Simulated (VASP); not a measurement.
**Al2Ru: single point with LDA**

Crystal: Al2Ru.

```
Al Ru
1.0
     0.00000    4.06451    4.46843
     2.12273    0.00000    4.46843
     2.12273    4.06451    0.00000
Al Ru
4 2
Direct
  0.07890 0.42110 0.07890
  0.42110 0.07890 0.42110
  0.17110 0.82890 0.17110
  0.82890 0.17110 0.82890
  0.75000 0.75000 0.75000
  0.50000 0.50000 0.50000
```

```yaml
Program: VASP 6.6.1
Task: single point
Functional: LDA
Potentials_or_basis: VASP PAW LDA potentials, release 64 (Al, Ru_pv)
Cutoff: 520 eV
k_mesh: 10 × 10 × 10
Occupations: gaussian, width 0.03 eV
Spin: no spin polarisation
Dipole_correction: no
Further_INCAR_settings: ALGO = Fast; EDIFF = 1e-07; NBANDS = 29
```

```
Pressure               : 12.0 GPa
Largest force          : 0.527 eV/Å
Band gap on the k mesh : zero (bands 20 and 21 overlap by 0.75 eV)
```

Forces on the atoms (eV/Å):
```
Al   0.000  0.527  0.000
Al   0.000 -0.527  0.000
Al   0.000 -0.527  0.000
Al   0.000  0.527  0.000
Ru   0.000  0.000  0.000
Ru   0.000  0.000  0.000
```

Stress tensor (GPa, compression positive):
```
37.38  0.00  0.00
 0.00  0.53  0.00
 0.00  0.00 -1.90
```

Levels at points of the mesh, in eV from the Fermi level:
| k point | band 16 | band 17 | band 18 | band 19 | band 20 | band 21 | band 22 | band 23 | band 24 | band 25 |
| --- | --- | --- | --- | --- | --- | --- | --- | --- | --- | --- |
| (0.00, 0.00, 0.00) | -3.47 | -2.03 | -1.73 | -1.56 | 0.66 | 1.30 | 2.70 | 2.75 | 2.75 | 2.86 |
| (0.50, 0.00, 0.00) | -2.91 | -2.57 | -2.32 | -1.44 | -1.16 | 0.15 | 0.49 | 1.97 | 3.22 | 4.00 |
| (0.50, 0.50, 0.00) | -2.76 | -2.27 | -2.27 | -0.47 | -0.47 | 1.98 | 1.98 | 2.57 | 2.57 | 3.47 |
| (0.50, 0.00, 0.50) | -3.15 | -2.08 | -2.08 | -1.85 | -1.85 | 1.39 | 1.39 | 1.83 | 1.83 | 4.61 |
| (0.00, 0.50, 0.50) | -3.09 | -3.03 | -3.03 | -1.44 | -1.44 | 0.43 | 0.43 | 4.56 | 4.56 | 4.90 |

Run time: 4.8 min on 1 thread of Intel(R) Xeon(R) 6975P-C (Granite Rapids) (shared host), peak memory 0.42 GiB.

Caveat: the stress differs along the axes, from -2 to 37 GPa.
